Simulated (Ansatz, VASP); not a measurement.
# One calculation of Sn5As3, two programs

```
Sn As
1.0
     3.81185    0.00000    0.00000
     0.00000    3.81185    0.00000
     0.00000    0.00000   13.73724
Sn As
5 3
Direct
  0.00000 0.00000 0.84863
  0.00000 0.00000 0.15137
  0.00000 0.00000 0.38655
  0.00000 0.00000 0.61345
  0.50000 0.50000 0.00000
  0.50000 0.50000 0.23778
  0.50000 0.50000 0.50000
  0.50000 0.50000 0.76222
```

Change from the starting cell: species swapped into the Zn5Pd3 type (P4/mmm, No. 123).

Alike in both runs: functional PBE; k mesh 4 × 4 × 1; occupations gaussian, width 0.2 eV; no spin polarisation.

Ansatz relaxed the structure, and its values are those at the end. VASP's run is a single point on that final structure, the one shown.

|  | VASP | Ansatz |
| --- | --- | --- |
| version | VASP 6.6.1 | Ansatz 0.2.0 |
| potentials or method | VASP PAW PBE potentials, release 64 (Sn_d, As), cutoff 520 eV | scalar-relativistic, plane waves, PAW |
| valence electrons in the cell | 85 | 115 |

VASP gave:

* gap on the k mesh at the Fermi level (eV): none
* pressure (GPa): 0.0
* rms of the force components (eV/Å): 0.012

**Question.** Estimate Ansatz's values.

**Answer.** gap on the k mesh at the Fermi level (eV): none; pressure (GPa): 0.0; rms of the force components (eV/Å): 0.011.

A gap of «none» marks a metal or a gap that the smearing closes. With one functional, cell and mesh, what is left measures potentials, basis and numerics. VASP's potentials hold 85 valence electrons a cell and Ansatz's 115, so a difference there can come from the potentials and not from the codes.

The k mesh is coarse, so the values compare programs but aren't converged.
